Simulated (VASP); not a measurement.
# Si2W (P6_222) in VASP: notebook

Si2W is run at these levels: LDA; tasks: single point.

Everything below comes from runs of VASP 6.6.1. Logs are shortened: lines on timing, memory, paths and dates and some standing lists are left out, and cuts for length are marked.

## 1. The cell of the first run

The structure is hexagonal, space group P6_222 (No. 180). Conventional cell: a = 4.554 Å, b = 4.554 Å, c = 6.570 Å, α = 90.00°, β = 90.00°, γ = 120.00°. Within 3.4 Å of Si (site symmetry 2) lie 9 Si at 2.54 to 3.19 Å and 5 W at 2.56 to 2.65 Å. W (site symmetry 222) has 10 Si at 2.56 to 2.65 Å and 4 W at 3.16 Å within 3.4 Å.

## 2. Single point, LDA

INCAR

```
  PREC = Accurate
  ENCUT = 520
  EDIFF = 1E-6
  ISMEAR = 0
  SIGMA = 0.1
  LREAL = F
  LASPH = T
  NELM = 100
  ALGO = Normal
  ISIF = 2
  LWAVE = F
  LCHARG = F
  GGA = CA
  NBANDS = 43
```

KPOINTS

```
regular mesh
0
Gamma
  6 6 4
```

POSCAR

```
Si2W
1.0
    4.5539675841      0.0000000000      0.0000000000
   -2.2769837921      3.9438516159      0.0000000000
    0.0000000000      0.0000000000      6.5696629722
Si W
6 3
Direct
    0.8360443055      0.6720886111      0.5000000000
    0.1639556945      0.8360443055      0.8333333333
    0.6720886111      0.8360443055      0.1666666667
    0.1639556945      0.3279113889      0.5000000000
    0.8360443055      0.1639556945      0.8333333333
    0.3279113889      0.1639556945      0.1666666667
    0.0000000000      0.5000000000      0.1666666667
    0.5000000000      0.5000000000      0.8333333333
    0.5000000000      0.0000000000      0.5000000000
```

Potentials or basis: VASP PAW LDA potentials, release 64 (Si, W_sv).

Started as:

```bash
$ cat potpaw_LDA.64/Si/POTCAR potpaw_LDA.64/W_sv/POTCAR > POTCAR
$ mpirun -np 1 vasp_std > vasp.out
```

OUTCAR:

```text
PREC = Accurate
   ENCUT = 520
   EDIFF = 1E-6
   ISMEAR = 0
   LREAL = F
   LASPH = T
   NELM = 100
   ISIF = 2
   GGA = CA

 ion  position               nearest neighbor table
   1  0.836  0.672  0.500-   3 2.54   2 2.54   8 2.56   7 2.56   4 2.59   9 2.62   9 2.62   9 2.65
                             4 2.65   4 2.65   6 3.13   5 3.13
   2  0.164  0.836  0.833-   1 2.54   6 2.54   9 2.56   7 2.56   5 2.59   8 2.62   8 2.62   8 2.65
                             5 2.65   5 2.65   4 3.13   3 3.13
   3  0.672  0.836  0.167-   1 2.54   5 2.54   9 2.56   8 2.56   6 2.59   7 2.62   7 2.62   7 2.65
                             6 2.65   6 2.65   4 3.13   2 3.13
   4  0.164  0.328  0.500-   6 2.54   5 2.54   8 2.56   7 2.56   1 2.59   9 2.62   9 2.62   9 2.65
                             1 2.65   1 2.65   3 3.13   2 3.13
   5  0.836  0.164  0.833-   4 2.54   3 2.54   9 2.56   7 2.56   2 2.59   8 2.62   8 2.62   8 2.65
                             2 2.65   2 2.65   1 3.13   6 3.13
   6  0.328  0.164  0.167-   4 2.54   2 2.54   9 2.56   8 2.56   3 2.59   7 2.62   7 2.62   7 2.65
                             3 2.65   3 2.65   1 3.13   5 3.13
   7  0.000  0.500  0.167-   1 2.56   4 2.56   2 2.56   5 2.56   3 2.62   6 2.62   6 2.62   3 2.62
                             3 2.65   6 2.65   9 3.16   9 3.16   8 3.16   8 3.16
   8  0.500  0.500  0.833-   1 2.56   4 2.56   3 2.56   6 2.56   2 2.62   5 2.62   2 2.62   5 2.62
                             5 2.65   2 2.65   9 3.16   9 3.16   7 3.16   7 3.16
   9  0.500  0.000  0.500-   2 2.56   5 2.56   3 2.56   6 2.56   1 2.62   4 2.62   4 2.62   1 2.62
                             4 2.65   1 2.65   7 3.16   7 3.16   8 3.16   8 3.16

  LATTYP: Found a hexagonal cell.
 ALAT       =     4.5539675841
 C/A-ratio  =     1.4426240088

  Lattice vectors:

 A1 = (   4.5539675841,   0.0000000000,   0.0000000000)
 A2 = (  -2.2769837921,   3.9438516159,   0.0000000000)
 A3 = (   0.0000000000,   0.0000000000,   6.5696629722)

Analysis of symmetry for initial positions (statically):
=====================================================================
 Subroutine PRICEL returns:
 Original cell was already a primitive cell.

 Routine SETGRP: Setting up the symmetry group for a
 hexagonal supercell.

 Subroutine GETGRP returns: Found 12 space group operations
 (whereof  4 operations were pure point group operations)
 out of a pool of 24 trial point group operations.

The static configuration has the point symmetry D_2 .
 The point group associated with its full space group is D_6 .

Analysis of symmetry for dynamics (positions and initial velocities):
=====================================================================
 Subroutine PRICEL returns:
 Original cell was already a primitive cell.

 Routine SETGRP: Setting up the symmetry group for a
 hexagonal supercell.

 Subroutine GETGRP returns: Found 12 space group operations
 (whereof  4 operations were pure point group operations)
 out of a pool of 24 trial point group operations.

The dynamic configuration has the point symmetry D_2 .
 The point group associated with its full space group is D_6 .

 Subroutine INISYM returns: Found 12 space group operations
 (whereof  4 operations are pure point group operations),
 and found     1 'primitive' translations

----------------------------------------------------------------------------------------

                                     Primitive cell

  volume of cell :     117.9923

  direct lattice vectors                    reciprocal lattice vectors
     4.553967584  0.000000000  0.000000000     0.219588739  0.126779618  0.000000000
    -2.276983792  3.943851616  0.000000000     0.000000000  0.253559235  0.000000000
     0.000000000  0.000000000  6.569662972     0.000000000  0.000000000  0.152214810

  length of vectors
     4.553967584  4.553967584  6.569662972     0.253559235  0.253559235  0.152214810

  position of ions in fractional coordinates (direct lattice)
     0.836044306  0.672088611  0.500000000
     0.163955694  0.836044306  0.833333333
     0.672088611  0.836044306  0.166666667
     0.163955694  0.327911389  0.500000000
     0.836044306  0.163955694  0.833333333
     0.327911389  0.163955694  0.166666667
     0.000000000  0.500000000  0.166666667
     0.500000000  0.500000000  0.833333333
     0.500000000  0.000000000  0.500000000

  ion indices of the primitive-cell ions
   primitive index   ion index
                 1           1
                 2           2
                 3           3
                 4           4
                 5           5
                 6           6
                 7           7
                 8           8
                 9           9

----------------------------------------------------------------------------------------

 KPOINTS: regular mesh

Automatic generation of k-mesh.
 Grid dimensions read from file:
 generate k-points for:    6    6    4

 Generating k-lattice:

  Cartesian coordinates                     Fractional coordinates (reciprocal lattice)
     0.036598123  0.021129936  0.000000000     0.166666667  0.000000000  0.000000000
     0.000000000  0.042259873  0.000000000     0.000000000  0.166666667  0.000000000
     0.000000000  0.000000000  0.038053702     0.000000000  0.000000000  0.250000000

  Length of vectors
     0.042259873  0.042259873  0.038053702

  Shift w.r.t. Gamma in fractional coordinates (k-lattice)
     0.000000000  0.000000000  0.000000000

 Subroutine IBZKPT returns following result:
 ===========================================

 Found     21 irreducible k-points:

 Following reciprocal coordinates:
            Coordinates               Weight
  0.000000  0.000000  0.000000      1.000000
  0.166667  0.000000  0.000000      6.000000
  0.333333  0.000000  0.000000      6.000000
  0.500000  0.000000  0.000000      3.000000
  0.166667  0.166667  0.000000      6.000000
  0.333333  0.166667  0.000000     12.000000
[... 13 lines left out ...]
  0.333333  0.166667  0.500000     12.000000
  0.333333  0.333333  0.500000      2.000000
   k-points           NKPTS =     21   k-points in BZ     NKDIM =     21   number of bands    NBANDS=     43
   number of dos      NEDOS =    301   number of ions     NIONS =      9
   total plane-waves  NPLWV =  64800
   dimension x,y,z NGX =    36 NGY =   36 NGZ =   50
   dimension x,y,z NGXF=    72 NGYF=   72 NGZF=  100
   ions per type =               6   3
   NGX,Y,Z   is equivalent  to a cutoff of  13.14, 13.14, 12.65 a.u.
   NGXF,Y,Z  is equivalent  to a cutoff of  26.28, 26.28, 25.31 a.u.
 SYSTEM =  unknown system
   PREC   = accura    normal or accurate (medium, high low for compatibility)
   ISTART =      0    job   : 0-new  1-cont  2-samecut
   ICHARG =      2    charge: 1-file 2-atom 10-const
   ISPIN  =      1    spin polarized calculation?
   LNONCOLLINEAR =      F non collinear calculations
   LSORBIT =      F    spin-orbit coupling
   LASPH  =      T    aspherical Exc in radial PAW
   ENCUT  =  520.0 eV  38.22 Ry    6.18 a.u.   8.47  8.47 12.22*2*pi/ulx,y,z
   NELM   =    100;   NELMIN=  2; NELMDL= -5     # of ELM steps
   EDIFF  = 0.1E-05   stopping-criterion for ELM
   LREAL  =      F    real-space projection
   EDIFFG = 0.1E-04   stopping-criterion for IOM
   NSW    =      0    number of steps for IOM
   IBRION =     -1    ionic relax: 0-MD 1-quasi-New 2-CG
   NFREE  =      0    steps in history (QN), initial steepest desc. (CG)
   ISIF   =      2    stress and relaxation
   ISYM   =      2    0-nonsym 1-usesym 2-fastsym
   POTIM  = 0.5000    time-step for ionic-motion
   TEBEG  =    0.0;   TEEND  =   0.0 temperature during run
   PSTRESS=    0.0 pullay stress
   NELECT =      66.0000    total number of electrons
   NUPDOWN=      -1.0000    fix difference up-down
   EMIN   =  10.00;   EMAX   =-10.00  energy-range for DOS
   EFERMI =   0.00;   METHOD = LEGACY
   ISMEAR =     0;   SIGMA  =   0.10  broadening in eV -4-tet -1-fermi 0-gaus
   EFERMI_NEDOS =   21; number of points for ismear=-14 and -15
   IALGO  =     38    algorithm
   IMIX   =      4    mixing-type and parameters
     AMIX     =   0.40;   BMIX     =  1.00
     AMIX_MAG =   1.60;   BMIX_MAG =  1.00
  volume/ion in A,a.u.               =      13.11        88.47
  Fermi-wavevector in a.u.,A,eV,Ry     =   1.348875  2.549004 24.755297  1.819463
  Thomas-Fermi vector in A             =   2.476508
   LORBIT       =      0    0 simple, 1 ext, 2 COOP (PROOUT), +10 PAW based schemes
   GGA     = CA    functional components
   LHFCALC =     F    Hartree Fock is set to
   AEXX    =    0.0000 exact exchange contribution
   IVDW    =     0    specifies the selected vdW correction
   LEPSILON=     F    determine dielectric tensor
   LRPA    =     F    only Hartree local field effects (RPA)
 non-spin polarized calculation
 Gauss-broadening in eV      SIGMA  =   0.10
  energy-cutoff  :      520.00
  volume of cell :      117.99
 maximum number of plane-waves:      3204
 NGX is ok and might be reduce to    36
   NGX = 17   NGY = 17   NGZ = 25

 number of electron      65.9999998 magnetization

 Free energy of the ion-electron system (eV)
  ---------------------------------------------------
  ext. energy  EPLUGINS =         0.00000000
  ---------------------------------------------------
  free energy    TOTEN  =       -81.47565362 eV

  energy without entropy =      -81.47333581  energy(sigma->0) =      -81.47449472

 E-fermi :  12.9011     XC(G=0): -12.7776

 val. band max:       12.8890933946   @ k =   0.5000   0.0000   0.0000
 cond. band min:      12.9130652472   @ k =   0.5000   0.0000   0.5000
 fundamental gap:      0.0239718526
 Fermi energy:        12.9010759202

 k-point     1 :       0.0000    0.0000    0.0000
  band No.  band energies     occupation
      1     -60.9455      2.00000
      2     -60.9305      2.00000
      3     -60.9305      2.00000
      4     -25.6158      2.00000
      5     -25.6101      2.00000
      6     -25.6101      2.00000
[... 35 lines left out ...]
     42      15.9377      0.00000
     43      16.3410      0.00000

 k-point     2 :       0.1667    0.0000    0.0000
  band No.  band energies     occupation
      1     -60.9446      2.00000
      2     -60.9314      2.00000
      3     -60.9305      2.00000
      4     -25.6398      2.00000
      5     -25.6188      2.00000
      6     -25.5946      2.00000
[... 35 lines left out ...]
     42      15.9925      0.00000
     43      16.7891      0.00000

 k-point     3 :       0.3333    0.0000    0.0000
  band No.  band energies     occupation
      1     -60.9423      2.00000
      2     -60.9336      2.00000
      3     -60.9305      2.00000
      4     -25.6591      2.00000
      5     -25.6321      2.00000
      6     -25.5931      2.00000
[... 35 lines left out ...]
     42      16.3673      0.00000
     43      16.3804      0.00000

 k-point     4 :       0.5000    0.0000    0.0000
  band No.  band energies     occupation
      1     -60.9404      2.00000
      2     -60.9355      2.00000
      3     -60.9305      2.00000
      4     -25.6658      2.00000
      5     -25.6377      2.00000
      6     -25.5937      2.00000
[... 725 lines left out ...]
     42      15.8186      0.00000
     43      16.5145      0.00000

 k-point    20 :       0.3333    0.1667    0.5000
  band No.  band energies     occupation
      1     -60.9404      2.00000
      2     -60.9355      2.00000
      3     -60.9305      2.00000
      4     -25.6582      2.00000
      5     -25.6339      2.00000
      6     -25.6232      2.00000
[... 35 lines left out ...]
     42      15.8968      0.00000
     43      16.1342      0.00000

 k-point    21 :       0.3333    0.3333    0.5000
  band No.  band energies     occupation
      1     -60.9404      2.00000
      2     -60.9330      2.00000
      3     -60.9330      2.00000
      4     -25.6540      2.00000
      5     -25.6370      2.00000
      6     -25.6370      2.00000
[... 35 lines left out ...]
     42      16.1741      0.00000
     43      16.3978      0.00000

------------------------ aborting loop because EDIFF is reached ----------------------------------------

  FORCE on cell =-STRESS in cart. coord.  units (eV):
  Direction    XX          YY          ZZ          XY          YZ          ZX
  --------------------------------------------------------------------------------------
  -------------------------------------------------------------------------------------
  Total        0.2663504      0.2663504      0.2664306     -0.0000000      0.0000000      0.0000000
  in kB        3.6166823      3.6166823      3.6177706     -0.0000000      0.0000000      0.0000000
  external PRESSURE =       3.6170450 kB  Pullay stress =       0.0000000 kB

 VOLUME and BASIS-vectors are now :
 -----------------------------------------------------------------------------
  energy-cutoff  :      520.00
  volume of cell :      117.99
      direct lattice vectors                 reciprocal lattice vectors
     4.553967584  0.000000000  0.000000000     0.219588739  0.126779618  0.000000000
    -2.276983792  3.943851616  0.000000000     0.000000000  0.253559235  0.000000000
     0.000000000  0.000000000  6.569662972     0.000000000  0.000000000  0.152214810

 POSITION                                       TOTAL-FORCE (eV/Angst)
 -----------------------------------------------------------------------------------
      2.27698      2.65062      3.28483        -0.000000      0.019327     -0.000000
     -1.15701      3.29723      5.47472        -0.016738      0.009664     -0.000000
      1.15701      3.29723      1.09494         0.016738      0.009664      0.000000
      0.00000      1.29323      3.28483         0.000000     -0.019327     -0.000000
      3.43399      0.64662      5.47472         0.016738     -0.009664     -0.000000
      1.11997      0.64662      1.09494        -0.016738     -0.009664      0.000000
     -1.13849      1.97193      1.09494         0.000000     -0.000000      0.000000
      1.13849      1.97193      5.47472         0.000000     -0.000000      0.000000
      2.27698      0.00000      3.28483         0.000000     -0.000000     -0.000000
 -----------------------------------------------------------------------------------
    total drift:                               -0.000000     -0.000000      0.000000

  FREE ENERGIE OF THE ION-ELECTRON SYSTEM (eV)
  ---------------------------------------------------
  free  energy   TOTEN  =       -81.4756536237 eV

  energy  without entropy=      -81.4733358091  energy(sigma->0) =      -81.47449472
```

It took 86 s on 1 thread of Intel Xeon 8259CL, shared host; peak memory 0.25 GiB.

Results:

```yaml
Free_energy: -81.4757 eV
Pressure: 0.4 GPa
Largest_force: 0.019 eV/Å
Band_gap_on_the_k_mesh: zero (bands 33 and 34 overlap by 0.02 eV)
```

Forces in eV/Å, atoms in the order of the input:
```
Si   0.000  0.019  0.000
Si  -0.017  0.010  0.000
Si   0.017  0.010  0.000
Si   0.000 -0.019  0.000
Si   0.017 -0.010  0.000
Si  -0.017 -0.010  0.000
W    0.000  0.000  0.000
W    0.000  0.000  0.000
W    0.000  0.000  0.000
```

Levels at points of the mesh, in eV from the Fermi level:
```csv
k point,band 29,band 30,band 31,band 32,band 33,band 34,band 35,band 36,band 37,band 38
"(0.00, 0.00, 0.00)",-3.42,-3.42,-3.05,-2.58,-1.01,2.29,2.29,2.35,2.51,2.67
"(0.50, 0.00, 0.00)",-2.56,-2.41,-1.76,-1.21,-0.70,-0.01,0.79,0.92,1.05,1.94
"(0.00, 0.00, 0.50)",-2.73,-2.73,-2.54,-0.80,-0.80,1.86,2.16,2.16,2.36,2.45
"(0.50, 0.00, 0.50)",-3.32,-3.03,-2.20,-1.33,0.01,0.66,1.08,1.29,1.48,1.84
```

Caveat: spin-orbit coupling is left out, which moves the levels of the heavy elements.

## 3. Single point, LDA

This run uses another cell than the first one, of 13.65 Å³/atom.

INCAR

```
PREC = Accurate
ENCUT = 520
EDIFF = 1E-6
ISMEAR = 0
SIGMA = 0.1
LREAL = False
LASPH = True
NELM = 100
ALGO = Normal
ISIF = 2
LWAVE = False
LCHARG = False
NBANDS = 43
```

KPOINTS is that of step 2.

POSCAR

```
Si2W
1.0
    4.6168523800      0.0000000000      0.0000000000
   -2.3084261900      3.9983114500      0.0000000000
    0.0000000000      0.0000000000      6.6532220000
Si W
6 3
Direct
    0.8363740000      0.6727480000      0.5000000000
    0.1636260000      0.8363740000      0.8333333300
    0.6727480000      0.8363740000      0.1666666700
    0.1636260000      0.3272520000      0.5000000000
    0.8363740000      0.1636260000      0.8333333300
    0.3272520000      0.1636260000      0.1666666700
    0.0000000000      0.5000000000      0.1666666700
    0.5000000000      0.5000000000      0.8333333300
    0.5000000000      0.0000000000      0.5000000000
```

Potentials or basis: VASP PAW LDA potentials, release 64 (Si, W_sv).

Started as:

```bash
$ cat potpaw_LDA.64/Si/POTCAR potpaw_LDA.64/W_sv/POTCAR > POTCAR
$ mpirun -np 1 vasp_std > vasp.out
```

It took 2.1 min on 1 thread of Intel Xeon 8259CL, shared host; peak memory 0.25 GiB.

It converged, with:

- Free energy: -81.3486 eV
- Pressure: -8.6 GPa
- Largest force: 0.051 eV/Å
- Band gap on the k mesh: zero (bands 33 and 34 overlap by 0.01 eV)

Forces in eV/Å, atoms in the order of the input:
```
Si   0.000 -0.051  0.000
Si   0.044 -0.026  0.000
Si  -0.044 -0.026  0.000
Si   0.000  0.051  0.000
Si  -0.044  0.026  0.000
Si   0.044  0.026  0.000
W    0.000  0.000  0.000
W    0.000  0.000  0.000
W    0.000  0.000  0.000
```

Stress tensor (GPa, compression positive):
```
-8.42  0.00  0.00
 0.00 -8.42  0.00
 0.00  0.00 -8.86
```

Levels at points of the mesh, in eV from the Fermi level:
| k point | band 30 | band 31 | band 32 | band 33 | band 34 | band 35 | band 36 | band 37 |
| --- | --- | --- | --- | --- | --- | --- | --- | --- |
| (0.00, 0.00, 0.00) | -3.34 | -3.00 | -2.52 | -0.94 | 2.21 | 2.24 | 2.24 | 2.24 |
| (0.50, 0.00, 0.00) | -2.28 | -1.66 | -1.18 | -0.65 | -0.01 | 0.75 | 0.86 | 0.95 |
| (0.00, 0.00, 0.50) | -2.68 | -2.53 | -0.75 | -0.75 | 1.74 | 1.95 | 1.95 | 2.17 |
| (0.50, 0.00, 0.50) | -2.96 | -2.10 | -1.28 | 0.01 | 0.60 | 1.01 | 1.20 | 1.39 |

Caveat: the cell stands under tension; spin-orbit coupling is left out, which moves the levels of the heavy elements.
